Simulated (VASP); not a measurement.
# HfS4 (Cmmm) in VASP: single point with PBE

Aim: the single point of HfS4 with PBE.

All numbers are computed with VASP 6.6.1; they aren't measurements. Logs are shortened: lines on timing, memory, paths and dates and some standing lists are left out, and cuts for length are marked.

### 1 The cell of the first run

The structure is orthorhombic, space group Cmmm (No. 65). The conventional cell has a = 6.085 Å, b = 8.372 Å, c = 4.341 Å, α = 90.00°, β = 90.00°, γ = 90.00°. Hf (site symmetry mmm) has 4 S at 1.79 Å within 2.4 Å. S (site symmetry m) has 1 Hf at 1.79 Å and 2 S at 1.98 to 2.22 Å within 2.4 Å.

The cell was generated, and may not be a known phase.

### 2 Single point, PBE

Contents of INCAR:

```
  ALGO = Normal
  EDIFF = 1E-6
  ENCUT = 520
  GGA = PE
  ISIF = 2
  ISMEAR = 0
  LASPH = True
  LCHARG = False
  LREAL = False
  LWAVE = False
  NBANDS = 25
  NELM = 60
  PREC = Accurate
  SIGMA = 0.1
```

Contents of KPOINTS:

```
k-points
0
Gamma
  4 4 4
```

Contents of POSCAR:

```
HfS4
1.0
    3.0423332500     -4.1858035100      0.0000000000
    3.0423332500      4.1858035100      0.0000000000
    0.0000000000      0.0000000000      4.3405095200
Hf S
1 4
Direct
    0.5000000000      0.5000000000      0.0000000000
    0.1361263900      0.4010744000      0.0000000000
    0.8638736100      0.5989256000      0.0000000000
    0.5989256000      0.8638736100      0.0000000000
    0.4010744000      0.1361263900      0.0000000000
```

Potentials or basis: VASP PAW PBE potentials, release 64 (Hf_pv, S).

The run is started by

```sh
$ cat potpaw_PBE.64/Hf_pv/POTCAR potpaw_PBE.64/S/POTCAR > POTCAR
$ mpirun -np 1 vasp_std > vasp.out
```

OUTCAR:

```text
EDIFF = 1E-6
   ENCUT = 520
   GGA = PE
   ISIF = 2
   ISMEAR = 0
   LASPH = True
   LREAL = False
   NELM = 60
   PREC = Accurate

 ion  position               nearest neighbor table
   1  0.500  0.500  0.000-   2 1.79   3 1.79   4 1.79   5 1.79
   2  0.136  0.401  0.000-   1 1.79   3 1.98   5 2.22
   3  0.864  0.599  0.000-   1 1.79   2 1.98   4 2.22
   4  0.599  0.864  0.000-   1 1.79   5 1.98   3 2.22
   5  0.401  0.136  0.000-   1 1.79   4 1.98   2 2.22

  LATTYP: Found a base centered orthorhombic cell.
 ALAT       =     6.0846665000
 B/A-ratio  =     1.3758530595
 C/A-ratio  =     0.7133520826

  Lattice vectors:

 A1 = (   3.0423332500,  -4.1858035100,   0.0000000000)
 A2 = (   3.0423332500,   4.1858035100,   0.0000000000)
 A3 = (   0.0000000000,   0.0000000000,   4.3405095200)

Analysis of symmetry for initial positions (statically):
=====================================================================
 Subroutine PRICEL returns:
 Original cell was already a primitive cell.

 Routine SETGRP: Setting up the symmetry group for a
 base centered orthorhombic supercell.

 Subroutine GETGRP returns: Found  8 space group operations
 (whereof  8 operations were pure point group operations)
 out of a pool of  8 trial point group operations.

The static configuration has the point symmetry D_2h.

Analysis of symmetry for dynamics (positions and initial velocities):
=====================================================================
 Subroutine PRICEL returns:
 Original cell was already a primitive cell.

 Routine SETGRP: Setting up the symmetry group for a
 base centered orthorhombic supercell.

 Subroutine GETGRP returns: Found  8 space group operations
 (whereof  8 operations were pure point group operations)
 out of a pool of  8 trial point group operations.

The dynamic configuration has the point symmetry D_2h.

 Subroutine INISYM returns: Found  8 space group operations
 (whereof  8 operations are pure point group operations),
 and found     1 'primitive' translations

----------------------------------------------------------------------------------------

                                     Primitive cell

  volume of cell :     110.5494

  direct lattice vectors                    reciprocal lattice vectors
     3.042333250 -4.185803510  0.000000000     0.164347545 -0.119451379  0.000000000
     3.042333250  4.185803510  0.000000000     0.164347545  0.119451379  0.000000000
     0.000000000  0.000000000  4.340509520     0.000000000  0.000000000  0.230387699

  length of vectors
     5.174624878  5.174624878  4.340509520     0.203171719  0.203171719  0.230387699

  position of ions in fractional coordinates (direct lattice)
     0.500000000  0.500000000  0.000000000
     0.136126390  0.401074400  0.000000000
     0.863873610  0.598925600  0.000000000
     0.598925600  0.863873610  0.000000000
     0.401074400  0.136126390  0.000000000

  ion indices of the primitive-cell ions
   primitive index   ion index
                 1           1
                 2           2
                 3           3
                 4           4
                 5           5

----------------------------------------------------------------------------------------

 KPOINTS: k-points

Automatic generation of k-mesh.
 Grid dimensions read from file:
 generate k-points for:    4    4    4

 Generating k-lattice:

  Cartesian coordinates                     Fractional coordinates (reciprocal lattice)
     0.041086886 -0.029862845  0.000000000     0.250000000  0.000000000  0.000000000
     0.041086886  0.029862845  0.000000000     0.000000000  0.250000000  0.000000000
     0.000000000  0.000000000  0.057596925     0.000000000  0.000000000  0.250000000

  Length of vectors
     0.050792930  0.050792930  0.057596925

  Shift w.r.t. Gamma in fractional coordinates (k-lattice)
     0.000000000  0.000000000  0.000000000

 Subroutine IBZKPT returns following result:
 ===========================================

 Found     21 irreducible k-points:

 Following reciprocal coordinates:
            Coordinates               Weight
  0.000000  0.000000  0.000000      1.000000
  0.250000 -0.000000  0.000000      4.000000
  0.500000 -0.000000  0.000000      2.000000
  0.250000  0.250000  0.000000      2.000000
  0.500000  0.250000  0.000000      4.000000
 -0.250000  0.250000  0.000000      2.000000
[... 13 lines left out ...]
 -0.250000  0.250000  0.500000      2.000000
  0.500000  0.500000  0.500000      1.000000
   k-points           NKPTS =     21   k-points in BZ     NKDIM =     21   number of bands    NBANDS=     25
   number of dos      NEDOS =    301   number of ions     NIONS =      5
   total plane-waves  NPLWV =  51200
   dimension x,y,z NGX =    40 NGY =   40 NGZ =   32
   dimension x,y,z NGXF=    80 NGYF=   80 NGZF=   64
   ions per type =               1   4
   NGX,Y,Z   is equivalent  to a cutoff of  12.85, 12.85, 12.26 a.u.
   NGXF,Y,Z  is equivalent  to a cutoff of  25.70, 25.70, 24.51 a.u.
 SYSTEM =  unknown system
   PREC   = accura    normal or accurate (medium, high low for compatibility)
   ISTART =      0    job   : 0-new  1-cont  2-samecut
   ICHARG =      2    charge: 1-file 2-atom 10-const
   ISPIN  =      1    spin polarized calculation?
   LNONCOLLINEAR =      F non collinear calculations
   LSORBIT =      F    spin-orbit coupling
   LASPH  =      T    aspherical Exc in radial PAW
   ENCUT  =  520.0 eV  38.22 Ry    6.18 a.u.   9.62  9.62  8.07*2*pi/ulx,y,z
   NELM   =     60;   NELMIN=  2; NELMDL= -5     # of ELM steps
   EDIFF  = 0.1E-05   stopping-criterion for ELM
   LREAL  =      F    real-space projection
   EDIFFG = 0.1E-04   stopping-criterion for IOM
   NSW    =      0    number of steps for IOM
   IBRION =     -1    ionic relax: 0-MD 1-quasi-New 2-CG
   NFREE  =      0    steps in history (QN), initial steepest desc. (CG)
   ISIF   =      2    stress and relaxation
   ISYM   =      2    0-nonsym 1-usesym 2-fastsym
   POTIM  = 0.5000    time-step for ionic-motion
   TEBEG  =    0.0;   TEEND  =   0.0 temperature during run
   PSTRESS=    0.0 pullay stress
   NELECT =      34.0000    total number of electrons
   NUPDOWN=      -1.0000    fix difference up-down
   EMIN   =  10.00;   EMAX   =-10.00  energy-range for DOS
   EFERMI =   0.00;   METHOD = LEGACY
   ISMEAR =     0;   SIGMA  =   0.10  broadening in eV -4-tet -1-fermi 0-gaus
   EFERMI_NEDOS =   21; number of points for ismear=-14 and -15
   IALGO  =     38    algorithm
   IMIX   =      4    mixing-type and parameters
     AMIX     =   0.40;   BMIX     =  1.00
     AMIX_MAG =   1.60;   BMIX_MAG =  1.00
  volume/ion in A,a.u.               =      22.11       149.20
  Fermi-wavevector in a.u.,A,eV,Ry     =   1.105051  2.088244 16.614590  1.221138
  Thomas-Fermi vector in A             =   2.241533
   LORBIT       =      0    0 simple, 1 ext, 2 COOP (PROOUT), +10 PAW based schemes
   GGA     = PE    functional components
   LHFCALC =     F    Hartree Fock is set to
   AEXX    =    0.0000 exact exchange contribution
   IVDW    =     0    specifies the selected vdW correction
   LEPSILON=     F    determine dielectric tensor
   LRPA    =     F    only Hartree local field effects (RPA)
 non-spin polarized calculation
 Gauss-broadening in eV      SIGMA  =   0.10
  energy-cutoff  :      520.00
  volume of cell :      110.55
 maximum number of plane-waves:      3008
 NGX is ok and might be reduce to    40
   NGX = 19   NGY = 19   NGZ = 17

 number of electron      34.0000000 magnetization

 Free energy of the ion-electron system (eV)
  ---------------------------------------------------
  ext. energy  EPLUGINS =         0.00000000
  ---------------------------------------------------
  free energy    TOTEN  =        -2.97806048 eV

  energy without entropy =       -2.96287085  energy(sigma->0) =       -2.97046567

 E-fermi :   3.9542     XC(G=0):  -8.6619

 val. band max:        3.8810315800   @ k =   0.5000   0.5000   0.2500
 cond. band min:       3.9616756742   @ k =   0.2500   0.2500   0.0000
 fundamental gap:      0.0806440942
 Fermi energy:         3.9541863472

 k-point     1 :       0.0000    0.0000    0.0000
  band No.  band energies     occupation
      1     -29.5158      2.00000
      2     -27.9575      2.00000
      3     -25.6156      2.00000
      4     -13.4981      2.00000
      5     -11.9917      2.00000
      6      -6.9829      2.00000
[... 17 lines left out ...]
     24      10.1253      0.00000
     25      10.9544      0.00000

 k-point     2 :       0.2500   -0.0000    0.0000
  band No.  band energies     occupation
      1     -29.5193      2.00000
      2     -27.9629      2.00000
      3     -25.6154      2.00000
      4     -13.1929      2.00000
      5     -11.7975      2.00000
      6      -8.4374      2.00000
[... 17 lines left out ...]
     24      10.4087      0.00000
     25      11.3720      0.00000

 k-point     3 :       0.5000   -0.0000    0.0000
  band No.  band energies     occupation
      1     -29.5228      2.00000
      2     -27.9683      2.00000
      3     -25.6152      2.00000
      4     -12.8850      2.00000
      5     -11.2392      2.00000
      6      -9.8521      2.00000
[... 17 lines left out ...]
     24      10.0170      0.00000
     25      11.1605      0.00000

 k-point     4 :       0.2500    0.2500    0.0000
  band No.  band energies     occupation
      1     -29.5228      2.00000
      2     -27.9684      2.00000
      3     -25.6152      2.00000
      4     -12.7306      2.00000
      5     -11.7189      2.00000
      6      -9.2568      2.00000
[... 17 lines left out ...]
     24       9.3399      0.00000
     25      11.2129      0.00000
[... 393 lines left out ...]
 k-point    19 :       0.5000    0.2500    0.5000
  band No.  band energies     occupation
      1     -29.5246      2.00000
      2     -27.9728      2.00000
      3     -25.6283      2.00000
      4     -12.3570      2.00000
      5     -11.1367      2.00000
      6     -10.1022      2.00000
[... 17 lines left out ...]
     24      10.2681      0.00000
     25      10.6564      0.00000

 k-point    20 :      -0.2500    0.2500    0.5000
  band No.  band energies     occupation
      1     -29.5211      2.00000
      2     -27.9674      2.00000
      3     -25.6285      2.00000
      4     -12.8495      2.00000
      5     -11.5822      2.00000
      6      -8.6918      2.00000
[... 17 lines left out ...]
     24      10.2359      0.00000
     25      10.4433      0.00000

 k-point    21 :       0.5000    0.5000    0.5000
  band No.  band energies     occupation
      1     -29.5274      2.00000
      2     -27.9783      2.00000
      3     -25.6281      2.00000
      4     -11.1650      2.00000
      5     -11.1505      2.00000
      6     -11.0344      2.00000
[... 17 lines left out ...]
     24       9.1711      0.00000
     25      10.7239      0.00000

------------------------ aborting loop because EDIFF is reached ----------------------------------------

  FORCE on cell =-STRESS in cart. coord.  units (eV):
  Direction    XX          YY          ZZ          XY          YZ          ZX
  --------------------------------------------------------------------------------------
  -------------------------------------------------------------------------------------
  Total      105.4084713     93.3029110     -1.1426609      0.0000000      0.0000000      0.0000000
  in kB     1527.6707616   1352.2265089    -16.5604300      0.0000000      0.0000000      0.0000000
  external PRESSURE =     954.4456135 kB  Pullay stress =       0.0000000 kB

 VOLUME and BASIS-vectors are now :
 -----------------------------------------------------------------------------
  energy-cutoff  :      520.00
  volume of cell :      110.55
      direct lattice vectors                 reciprocal lattice vectors
     3.042333250 -4.185803510  0.000000000     0.164347545 -0.119451379  0.000000000
     3.042333250  4.185803510  0.000000000     0.164347545  0.119451379  0.000000000
     0.000000000  0.000000000  4.340509520     0.000000000  0.000000000  0.230387699

 POSITION                                       TOTAL-FORCE (eV/Angst)
 -----------------------------------------------------------------------------------
      3.04233      0.00000      0.00000        -0.000000      0.000000      0.000000
      1.63434      1.10902      0.00000       -17.826160     14.294887     -0.000000
      4.45032     -1.10902      0.00000        17.826160    -14.294887      0.000000
      4.45032      1.10902      0.00000        17.826160     14.294887     -0.000000
      1.63434     -1.10902      0.00000       -17.826160    -14.294887      0.000000
 -----------------------------------------------------------------------------------
    total drift:                                0.000000     -0.000000     -0.000000

  FREE ENERGIE OF THE ION-ELECTRON SYSTEM (eV)
  ---------------------------------------------------
  free  energy   TOTEN  =        -2.9780604822 eV

  energy  without entropy=       -2.9628708544  energy(sigma->0) =       -2.97046567
```

Wall time 82 s (1 thread of AMD EPYC 7R13, shared host); peak memory 0.2 GiB.

Results:

```yaml
Free_energy: -2.9781 eV
Pressure: 95.4 GPa
Largest_force: 22.850 eV/Å
Band_gap_on_the_k_mesh: zero (bands 17 and 18 overlap by 1.62 eV)
```

Forces in eV/Å, atoms in the order of the input:
```
Hf    0.000   0.000   0.000
S   -17.826  14.295   0.000
S    17.826 -14.295   0.000
S    17.826  14.295   0.000
S   -17.826 -14.295   0.000
```

Stress tensor (GPa, compression positive):
```
152.77   0.00   0.00
  0.00 135.22   0.00
  0.00   0.00  -1.66
```

Caveat: the k points lie up to 0.36 Å⁻¹ apart, too coarse for converged energies and pressures of a metal; spin-orbit coupling is left out, which moves the levels of the heavy elements; forces of over 1 eV/Å act on the atoms, so gaps and moduli don't describe the material at rest.

The gap in the log of VASP goes by the Fermi energy; the results here count the filled bands.